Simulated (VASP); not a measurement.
TaN: relaxation of the atoms with PBE

TaN, a slab with vacuum:

```
Ta N
1.0
     3.12339    0.00000    0.00000
     0.00000    3.12339    0.00000
     0.00000    0.00000   18.20860
Ta N
2 2
Direct
  0.00000 0.00000 0.43935
  0.50000 0.50000 0.56065
  0.50000 0.50000 0.43935
  0.00000 0.00000 0.56065
```

```
Program                : VASP 6.6.1
Task                   : relaxation of the atoms
Functional             : PBE
Potentials or basis    : VASP PAW PBE potentials, release 64 (Ta_pv, N)
Cutoff                 : 520 eV
k mesh                 : 13 × 13 × 1
Occupations            : fermi-dirac, width 0.08 eV
Spin                   : no spin polarisation
Dipole correction      : yes
Further INCAR settings : ALGO = Normal; EDIFF = 1e-06; IBRION = 2; EDIFFG = -0.01; NSW = 60
```

```
Energy gained by relaxing    : 99.8 meV/atom
Ionic steps                  : 7
Largest force after relaxing : 0.009 eV/Å
Band gap on the k mesh       : zero (bands 16 and 17 overlap by 1.47 eV)
```

Forces in eV/Å, atoms in the order of the input:
```
Ta   0.000  0.000 -0.001
Ta   0.000  0.000  0.001
N    0.000  0.000 -0.009
N    0.000  0.000  0.009
```

Step by step:
```
step  energy change (eV)  largest force (eV/Å)  pressure (GPa)
   1              0.0000                1.9123           -5.61
   2             -0.2889                0.8987           -4.10
   3             -0.3178                0.9519           -3.36
   4             -0.3871                0.3429           -4.15
   5             -0.3970                0.2216           -4.55
   6             -0.3989                0.0660           -4.86
   7             -0.3991                0.0094           -4.79
```

Final structure:
```
Ta N
1.0
     3.12339    0.00000    0.00000
     0.00000    3.12339    0.00000
     0.00000    0.00000   18.20860
Ta N
2 2
Direct
  0.00000 0.00000 0.44644
  0.50000 0.50000 0.55356
  0.50000 0.50000 0.43216
  0.00000 0.00000 0.56784
```

Levels at points of the mesh, in eV from the Fermi level:
| k point | band 13 | band 14 | band 15 | band 16 | band 17 | band 18 | band 19 | band 20 |
| --- | --- | --- | --- | --- | --- | --- | --- | --- |
| (0.00, 0.00, 0.00) | -3.51 | -3.31 | -3.31 | -1.95 | -0.47 | -0.47 | -0.44 | 0.80 |

Run time: 7.2 min on 1 thread of Intel(R) Xeon(R) Platinum 8259CL CPU @ 2.50GHz (Skylake/Cascade Lake), with other jobs on the host, peak memory 0.32 GiB.

Caveat: spin-orbit coupling is left out, which moves the levels of the heavy elements.
